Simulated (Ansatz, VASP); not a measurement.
Two plane-wave programs on Li

```xyz
1
Lattice="0.0000 2.2020 2.2350 2.2020 0.0000 2.2350 2.2020 2.2020 0.0000" Properties=species:S:1:pos:R:3 pbc="T T T"
Li    0.0000    0.0000    0.0000
```

Change from the starting cell: strain +0.0150 x Voigt [0, 0, 1, 0, 0, 0], atoms carried along.

Alike in both runs: task single point; functional r2SCAN; k mesh 18 × 18 × 18; occupations gaussian, width 0.15 eV; no spin polarisation.

|  | VASP | Ansatz |
| --- | --- | --- |
| version | VASP 6.6.1 | Ansatz 0.2.0 |
| potentials or method | VASP PAW PBE potentials, release 64 (Li_sv), cutoff 830 eV | scalar-relativistic, plane waves, PAW |
| valence electrons in the cell | 3 | 3 |

VASP gave:

* gap on the k mesh at the Fermi level (eV): none
* pressure (GPa): -0.5
* traceless stress, the component that is largest in VASP (GPa): -0.13

Problem. What did Ansatz give for the same quantities?

Solution. gap on the k mesh at the Fermi level (eV): none; pressure (GPa): -0.4; traceless stress, the component that is largest in VASP (GPa): -0.05.

VASP's potentials were made for PBE, not for r2SCAN. A gap of «none» marks a metal or a gap that the smearing closes. With one functional, cell and mesh, what is left measures potentials, basis and numerics.
